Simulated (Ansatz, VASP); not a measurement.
## ZrC in VASP and in Ansatz

```xyz
2
Lattice="0.0000 2.3737 2.3502 2.3737 0.0000 2.3502 2.3737 2.3737 0.0000" Properties=species:S:1:pos:R:3 pbc="T T T"
Zr    2.3737    2.3737    2.3502
C     0.0000    0.0000    0.0000
```

Change from the starting cell: equal xx and yy strain of +1 %, PAW files.

Alike in both runs: task electric field gradients; functional PBEsol; k mesh 15 × 15 × 15; occupations fermi-dirac, width 0.05 eV; no spin polarisation.

```csv
,VASP,Ansatz
version,VASP 6.6.1,Ansatz 0.2.0
potentials or method,"VASP PAW PBE potentials, release 64 (Zr_sv, C)","PAW with Ansatz's default frozen-core files, scalar-relativistic"
plane-wave cutoff (eV),520,420
valence electrons in the cell,16,16
```

Ansatz gave:

- pressure (GPa): -8.7
- traceless stress, the component that is largest in VASP (GPa): 2.17
- size of Vzz on the site where it differs most (V/Å²): 14.7

Task: Estimate VASP's values.

Result: Pressure (GPa): -8.4; traceless stress, the component that is largest in VASP (GPa): 2.19; size of Vzz on the site where it differs most (V/Å²): 14.4.

VASP's potentials were made for PBE, not for PBEsol. With one functional, cell and mesh, what is left measures potentials, basis and numerics.
